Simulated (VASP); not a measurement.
# GaN (F-43m) in VASP: a series of runs

GaN is run at these levels: PBEsol; tasks: single point.

Everything below comes from runs of VASP 6.6.1. Logs are shortened: lines on timing, memory, paths and dates and some standing lists are left out, and cuts for length are marked.

## 1. The cell of the first run

It takes space group F-43m (No. 216, cubic). The conventional cell has a = 4.396 Å, b = 4.396 Å, c = 4.396 Å, α = 90.00°, β = 90.00°, γ = 90.00°. Ga (site symmetry -43m) has 4 N at 1.90 Å within 2.5 Å. Within 2.5 Å of N (site symmetry -43m) lie 4 Ga at 1.90 Å.

## 2. Single point, PBEsol

INCAR reads:

```
ALGO     = Normal         # electronic algorithm
EDIFF    = 1E-6           # SCF threshold, eV
ENCUT    = 520            # plane-wave cutoff, eV
GGA      = PS             # functional
ISIF     = 2              # what is computed and relaxed
ISMEAR   = 0              # smearing method
LASPH    = T              # aspherical terms in the spheres
LCHARG   = F              # write CHGCAR
LREAL    = F              # projectors in reciprocal space
LWAVE    = F              # write WAVECAR
NBANDS   = 16             # bands
NELM     = 60             # most SCF steps
PREC     = Accurate       # precision mode
SIGMA    = 0.01           # smearing width, eV
```

KPOINTS reads:

```
k-points
0
Gamma
  10 10 10
```

POSCAR reads:

```
GaN
1.0
    2.1982346483      2.1982346483      0.0000000000
   -2.1982346483      2.1982346483      0.0000000000
    0.0000000000      2.1982346483      2.1982346483
Ga N
1 1
Direct
    0.0000000000      0.0000000000      0.0000000000
    0.2500000000      0.7500000000      0.5000000000
```

Potentials or basis: VASP PAW PBE potentials, release 64 (Ga_d, N).

Command:

```bash
cat potpaw_PBE.64/Ga_d/POTCAR potpaw_PBE.64/N/POTCAR > POTCAR
mpirun -np 1 vasp_std > vasp.out
```

OUTCAR:

```text
EDIFF = 1E-6
   ENCUT = 520
   GGA = PS
   ISIF = 2
   ISMEAR = 0
   LASPH = T
   LREAL = F
   NELM = 60
   PREC = Accurate

 ion  position               nearest neighbor table
   1  0.000  0.000  0.000-   2 1.90   2 1.90   2 1.90   2 1.90
   2  0.250  0.750  0.500-   1 1.90   1 1.90   1 1.90   1 1.90

  LATTYP: Found a face centered cubic cell.
 ALAT       =     4.3964692966

  Lattice vectors:

 A1 = (   0.0000000000,   2.1982346483,   2.1982346483)
 A2 = (   2.1982346483,   0.0000000000,   2.1982346483)
 A3 = (   2.1982346483,   2.1982346483,   0.0000000000)

Analysis of symmetry for initial positions (statically):
=====================================================================
 Subroutine PRICEL returns:
 Original cell was already a primitive cell.

 Routine SETGRP: Setting up the symmetry group for a
 face centered cubic supercell.

 Subroutine GETGRP returns: Found 24 space group operations
 (whereof 24 operations were pure point group operations)
 out of a pool of 48 trial point group operations.

The static configuration has the point symmetry T_d .

Analysis of symmetry for dynamics (positions and initial velocities):
=====================================================================
 Subroutine PRICEL returns:
 Original cell was already a primitive cell.

 Routine SETGRP: Setting up the symmetry group for a
 face centered cubic supercell.

 Subroutine GETGRP returns: Found 24 space group operations
 (whereof 24 operations were pure point group operations)
 out of a pool of 48 trial point group operations.

The dynamic configuration has the point symmetry T_d .

 Subroutine INISYM returns: Found 24 space group operations
 (whereof 24 operations are pure point group operations),
 and found     1 'primitive' translations

----------------------------------------------------------------------------------------

                                     Primitive cell

  volume of cell :      21.2448

  direct lattice vectors                    reciprocal lattice vectors
     2.198234648  2.198234648  0.000000000     0.227455245  0.227455245 -0.227455245
    -2.198234648  2.198234648  0.000000000    -0.227455245  0.227455245 -0.227455245
     0.000000000  2.198234648  2.198234648     0.000000000  0.000000000  0.454910490

  length of vectors
     3.108773253  3.108773253  3.108773253     0.393964040  0.393964040  0.454910490

  position of ions in fractional coordinates (direct lattice)
     0.000000000  0.000000000  0.000000000
[... 77 lines left out ...]
   NELM   =     60;   NELMIN=  2; NELMDL= -5     # of ELM steps
   EDIFF  = 0.1E-05   stopping-criterion for ELM
   LREAL  =      F    real-space projection
   EDIFFG = 0.1E-04   stopping-criterion for IOM
   NSW    =      0    number of steps for IOM
   IBRION =     -1    ionic relax: 0-MD 1-quasi-New 2-CG
   NFREE  =      0    steps in history (QN), initial steepest desc. (CG)
   ISIF   =      2    stress and relaxation
   ISYM   =      2    0-nonsym 1-usesym 2-fastsym
   POTIM  = 0.5000    time-step for ionic-motion
   TEBEG  =    0.0;   TEEND  =   0.0 temperature during run
   PSTRESS=    0.0 pullay stress
   NELECT =      18.0000    total number of electrons
   NUPDOWN=      -1.0000    fix difference up-down
   EMIN   =  10.00;   EMAX   =-10.00  energy-range for DOS
   EFERMI =   0.00;   METHOD = LEGACY
   ISMEAR =     0;   SIGMA  =   0.01  broadening in eV -4-tet -1-fermi 0-gaus
   EFERMI_NEDOS =   21; number of points for ismear=-14 and -15
   IALGO  =     38    algorithm
   IMIX   =      4    mixing-type and parameters
     AMIX     =   0.40;   BMIX     =  1.00
     AMIX_MAG =   1.60;   BMIX_MAG =  1.00
  volume/ion in A,a.u.               =      10.62        71.68
  Fermi-wavevector in a.u.,A,eV,Ry     =   1.549108  2.927389 32.650373  2.399735
  Thomas-Fermi vector in A             =   2.653962
   LORBIT       =      0    0 simple, 1 ext, 2 COOP (PROOUT), +10 PAW based schemes
   GGA     = PS    functional components
   LHFCALC =     F    Hartree Fock is set to
   AEXX    =    0.0000 exact exchange contribution
   IVDW    =     0    specifies the selected vdW correction
   LEPSILON=     F    determine dielectric tensor
   LRPA    =     F    only Hartree local field effects (RPA)
 non-spin polarized calculation
 Gauss-broadening in eV      SIGMA  =   0.01
  energy-cutoff  :      520.00
  volume of cell :       21.24
 maximum number of plane-waves:       588
   NGX = 11   NGY = 11   NGZ = 11

 number of electron      18.0000001 magnetization

 Free energy of the ion-electron system (eV)
  ---------------------------------------------------
  ext. energy  EPLUGINS =         0.00000000
  ---------------------------------------------------
  free energy    TOTEN  =       -13.05759675 eV

  energy without entropy =      -13.05759675  energy(sigma->0) =      -13.05759675

 E-fermi :   6.0484     XC(G=0): -12.3076

 val. band max:        5.9974174382   @ k =   0.0000   0.0000   0.0000
 cond. band min:       8.1565660238   @ k =   0.0000   0.0000   0.0000
 fundamental gap:      2.1591485857
 Fermi energy:         6.0483806780

 k-point     1 :       0.0000    0.0000    0.0000
  band No.  band energies     occupation
      1     -10.6084      2.00000
      2      -7.5001      2.00000
      3      -7.5001      2.00000
      4      -7.5001      2.00000
      5      -7.0908      2.00000
      6      -7.0908      2.00000
[... 433 lines left out ...]
      3      -7.2156      2.00000
      4      -7.1637      2.00000
      5      -7.0514      2.00000
      6      -5.2815      2.00000
[... 8 lines left out ...]
     15      26.4390      0.00000
     16      29.6666      0.00000

 [... further k-points ...]

------------------------ aborting loop because EDIFF is reached ----------------------------------------

  FORCE on cell =-STRESS in cart. coord.  units (eV):
  Direction    XX          YY          ZZ          XY          YZ          ZX
  --------------------------------------------------------------------------------------
  -------------------------------------------------------------------------------------
  Total        1.9506235      1.9506235      1.9506235      0.0000000      0.0000000      0.0000000
  in kB      147.1065087    147.1065087    147.1065087      0.0000000      0.0000000      0.0000000
  external PRESSURE =     147.1065087 kB  Pullay stress =       0.0000000 kB

 VOLUME and BASIS-vectors are now :
 -----------------------------------------------------------------------------
  energy-cutoff  :      520.00
  volume of cell :       21.24
      direct lattice vectors                 reciprocal lattice vectors
     2.198234648  2.198234648  0.000000000     0.227455245  0.227455245 -0.227455245
    -2.198234648  2.198234648  0.000000000    -0.227455245  0.227455245 -0.227455245
     0.000000000  2.198234648  2.198234648     0.000000000  0.000000000  0.454910490

 POSITION                                       TOTAL-FORCE (eV/Angst)
 -----------------------------------------------------------------------------------
      0.00000      0.00000      0.00000        -0.000000     -0.000000      0.000000
     -1.09912      3.29735      1.09912         0.000000      0.000000      0.000000
 -----------------------------------------------------------------------------------
    total drift:                                0.000002      0.000000      0.000000

  FREE ENERGIE OF THE ION-ELECTRON SYSTEM (eV)
  ---------------------------------------------------
  free  energy   TOTEN  =       -13.0575967451 eV

  energy  without entropy=      -13.0575967451  energy(sigma->0) =      -13.05759675
```

OSZICAR:

```text
N       E                     dE             d eps       ncg     rms          rms(c)
DAV:   1     0.781963806631E+02    0.78196E+02   -0.91930E+03  1712   0.206E+03
DAV:   2    -0.972391164845E+01   -0.87920E+02   -0.81614E+02  1736   0.326E+02
DAV:   3    -0.149471125226E+02   -0.52232E+01   -0.52056E+01  1688   0.682E+01
DAV:   4    -0.150031196255E+02   -0.56007E-01   -0.56001E-01  1920   0.748E+00
DAV:   5    -0.150038241813E+02   -0.70456E-03   -0.70455E-03  1744   0.757E-01    0.750E+00
DAV:   6    -0.130881405817E+02    0.19157E+01   -0.42014E+00  2288   0.419E+01    0.267E+00
DAV:   7    -0.130783064566E+02    0.98341E-02   -0.31103E-01  1640   0.566E+00    0.174E+00
DAV:   8    -0.130606241222E+02    0.17682E-01   -0.43342E-02  1992   0.277E+00    0.620E-01
DAV:   9    -0.130575716884E+02    0.30524E-02   -0.11653E-02  2216   0.255E+00    0.144E-01
DAV:  10    -0.130576266900E+02   -0.55002E-04   -0.11781E-03  1944   0.496E-01    0.510E-02
DAV:  11    -0.130575951731E+02    0.31517E-04   -0.12608E-04  2272   0.160E-01    0.943E-03
DAV:  12    -0.130575968454E+02   -0.16723E-05   -0.10688E-05  1736   0.383E-02    0.534E-03
DAV:  13    -0.130575967451E+02    0.10038E-06   -0.29901E-07  1120   0.110E-02
   1 F= -.13057597E+02 E0= -.13057597E+02  d E =-.888103E-16
```

It took 8.1 s on 1 thread of Intel Xeon Platinum 8488C (Sapphire Rapids), shared host; peak memory 0.14 GiB.

What came out:

```
Free energy            : -13.0576 eV
Pressure               : 14.7 GPa
Band gap on the k mesh : 2.16 eV, direct
```

Levels at points of the mesh, in eV from the valence-band top:
```csv
k point,band 7,band 8,band 9,band 10,band 11,band 12
"(0.00, 0.00, 0.00)",0.00,0.00,0.00,2.16,10.67,10.67
"(0.50, 0.00, 0.00)",-7.63,-1.08,-1.08,5.07,9.00,10.65
"(0.50, 0.50, 0.00)",-6.50,-3.01,-3.01,3.24,6.98,12.13
```

Caveat: the PAW data sets were made with another functional, which shifts forces and pressure a little.

## 3. Single point, PBEsol

This run uses another cell than the first one, of 10.99 Å³/atom, 1.035 times its volume.

INCAR reads:

```
SYSTEM = GaN
ALGO = Normal
EDIFF = 1E-6
ENCUT = 520
GGA = PS
ISIF = 2
ISMEAR = 0
LASPH = .True.
LCHARG = .True.
LELF = .True.
LREAL = .False.
LVHAR = .True.
LWAVE = .False.
NBANDS = 16
NELM = 60
PREC = Accurate
SIGMA = 0.01
```

KPOINTS reads:

```
k-points
0
Gamma
  10 10 10
  0 0 0
```

POSCAR reads:

```
GaN
1.0
    2.2233499105      2.2233499105      0.0000000000
   -2.2233499105      2.2233499105      0.0000000000
    0.0000000000      2.2233499105      2.2233499105
Ga N
1 1
Direct
    0.0000000000      0.0000000000      0.0000000000
    0.2500000000      0.7500000000      0.5000000000
```

Potentials or basis: VASP PAW PBE potentials, release 64 (Ga_d, N).

Command:

```bash
cat potpaw_PBE.64/Ga_d/POTCAR potpaw_PBE.64/N/POTCAR > POTCAR
mpirun -np 1 vasp_std > vasp.out
```

Run time: 8.7 s. Hardware: 1 thread of Intel Xeon Platinum 8488C (Sapphire Rapids), shared host; peak memory 0.14 GiB.

Results (log left out):

* Free energy: -13.1069 eV
* Pressure: 6.8 GPa
* Band gap on the k mesh: 1.94 eV, direct

Levels at points of the mesh, in eV from the valence-band top:
| k point | band 5 | band 6 | band 7 | band 8 | band 9 | band 10 | band 11 | band 12 | band 13 | band 14 |
| --- | --- | --- | --- | --- | --- | --- | --- | --- | --- | --- |
| (0.00, 0.00, 0.00) | -13.08 | -13.08 | 0.00 | 0.00 | 0.00 | 1.94 | 10.45 | 10.45 | 10.45 | 17.92 |
| (0.50, 0.00, 0.00) | -13.03 | -11.83 | -7.39 | -1.03 | -1.03 | 4.84 | 8.83 | 10.47 | 10.47 | 15.78 |
| (0.50, 0.50, 0.00) | -12.99 | -11.41 | -6.35 | -2.88 | -2.88 | 3.23 | 6.79 | 11.87 | 14.31 | 14.31 |

Caveat: the PAW data sets were made with another functional, which shifts forces and pressure a little.

## 4. Single point, PBEsol

This run uses another cell than the first one, of 10.84 Å³/atom, 1.021 times its volume.

INCAR reads:

```
SYSTEM = GaN
PREC = Accurate
ENCUT = 520
EDIFF = 1E-7
ISMEAR = 0
SIGMA = 0.01
LREAL = .False.
LASPH = .True.
NELM = 80
ALGO = Normal
ISIF = 2
LWAVE = .False.
LCHARG = .False.
GGA = PS
NBANDS = 16
```

KPOINTS reads:

```
Automatic mesh
0
Gamma
  10 10 10
  0 0 0
```

POSCAR reads:

```
GaN
1.0
    2.2134801970      2.2134801970      0.0000000000
   -2.2134801970      2.2134801970      0.0000000000
    0.0000000000      2.2134801970      2.2134801970
Ga N
1 1
Direct
    0.0000000000      0.0000000000      0.0000000000
    0.2500000000      0.7500000000      0.5000000000
```

Command:

```bash
cat potpaw_PBE.64/Ga_d/POTCAR potpaw_PBE.64/N/POTCAR > POTCAR
mpirun -np 1 vasp_std > vasp.out
```

It took 8.6 s on 1 thread of Intel Xeon Platinum 8488C (Sapphire Rapids), shared host; peak memory 0.14 GiB.

Results (log left out):

| Item | Value |
| --- | --- |
| Free energy | -13.0917 eV |
| Pressure | 9.7 GPa |
| Band gap on the k mesh | 2.03 eV, direct |

Levels at points of the mesh, in eV from the valence-band top:
```
           k point  band 7  band 8  band 9  band 10  band 11  band 12
(0.00, 0.00, 0.00)    0.00    0.00    0.00     2.03    10.54    10.54
(0.50, 0.00, 0.00)   -7.48   -1.05   -1.05     4.93     8.90    10.54
(0.50, 0.50, 0.00)   -6.41   -2.93   -2.93     3.24     6.87    11.97
```

Caveat: the PAW data sets were made with another functional, which shifts forces and pressure a little.

## 5. Single point, PBEsol

This run uses another cell than the first one, of 11.50 Å³/atom, 1.083 times its volume.

INCAR reads:

```
SYSTEM = GaN
  ALGO = Normal
  EDIFF = 1E-6
  ENCUT = 520
  GGA = PS
  ISIF = 2
  ISMEAR = 0
  LASPH = .True.
  LCHARG = .False.
  LREAL = .False.
  LWAVE = .False.
  NBANDS = 16
  NELM = 80
  PREC = Accurate
  SIGMA = 0.01
```

KPOINTS reads:

```
k-points
0
Gamma
  10 10 10
  0 0 0
```

POSCAR reads:

```
GaN
1.0
    2.2571911493      2.2571911493      0.0000000000
   -2.2571911493      2.2571911493      0.0000000000
    0.0000000000      2.2571911493      2.2571911493
Ga N
1 1
Direct
    0.0000000000      0.0000000000      0.0000000000
    0.2500000000      0.7500000000      0.5000000000
```

Command:

```bash
cat potpaw_PBE.64/Ga_d/POTCAR potpaw_PBE.64/N/POTCAR > POTCAR
mpirun -np 1 vasp_std > vasp.out
```

It took 8 s on 1 thread of Intel Xeon Platinum 8488C (Sapphire Rapids), shared host; peak memory 0.14 GiB.

It converged, with:

```yaml
Free_energy: -13.1208 eV
Pressure: -2.2 GPa
Band_gap_on_the_k_mesh: 1.65 eV, direct
```

Levels at points of the mesh, in eV from the valence-band top:
```tsv
k point	band 5	band 6	band 7	band 8	band 9	band 10	band 11	band 12	band 13	band 14
(0.00, 0.00, 0.00)	-13.08	-13.08	0.00	0.00	0.00	1.65	10.17	10.17	10.17	17.32
(0.50, 0.00, 0.00)	-13.03	-11.83	-7.08	-0.97	-0.97	4.53	8.61	10.24	10.24	15.39
(0.50, 0.50, 0.00)	-13.00	-11.40	-6.16	-2.72	-2.72	3.22	6.53	11.54	13.83	13.83
```

Caveat: the PAW data sets were made with another functional, which shifts forces and pressure a little.

## 6. Summary

```tsv
cell	gap on the mesh (eV)	pressure (GPa)
a = 3.109 Å, angles 60.0, 60.0, 90.0°, 2 atoms	2.16	14.7
a = 3.144 Å, angles 60.0, 60.0, 90.0°, 2 atoms	1.94	6.8
a = 3.130 Å, angles 60.0, 60.0, 90.0°, 2 atoms	2.03	9.7
a = 3.192 Å, angles 60.0, 60.0, 90.0°, 2 atoms	1.65	-2.2
```

Alike in all rows: task single point; level PBEsol; potentials or basis VASP PAW PBE potentials, release 64 (Ga_d, N); no spin polarisation; k mesh 10 × 10 × 10; cutoff (eV) 520; smearing gaussian 0.01 eV.

Caveats: the PAW data sets were made with another functional, which shifts forces and pressure a little.

Total energies depend on the potentials used, so only differences within one code and one set of settings carry meaning.
